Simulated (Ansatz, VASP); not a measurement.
**Two plane-wave programs on AgCl**

```
Ag Cl
1.0
     0.00000    3.15309    3.15309
     3.15309    0.00000    3.15309
     3.15309    3.15309    0.00000
Ag Cl
1 1
Direct
  0.00000 0.00000 0.00000
  0.25000 0.25000 0.25000
```

Change from the starting cell: hydrostatic strain +5.3%.

Alike in both runs: task single point; functional PBE; k mesh 8 × 8 × 8; occupations fermi-dirac, width 0.02 eV; no spin polarisation.

|  | VASP | Ansatz |
| --- | --- | --- |
| version | VASP 6.6.1 | Ansatz 0.2.0 |
| potentials or method | VASP PAW PBE potentials, release 64 (Ag, Cl) | plane waves, PAW |
| plane-wave cutoff (eV) | 520 | 420 |
| valence electrons in the cell | 18 | 26 |

|  | VASP | Ansatz | Ansatz less VASP |
| --- | --- | --- | --- |
| gap on the k mesh at the Fermi level (eV) | 1.43 | 1.44 | +0.002 |
| pressure (GPa) | -2.7 | -2.7 | +0.08 |

VASP's potentials hold 18 valence electrons a cell and Ansatz's 26, so a difference there can come from the potentials and not from the codes.
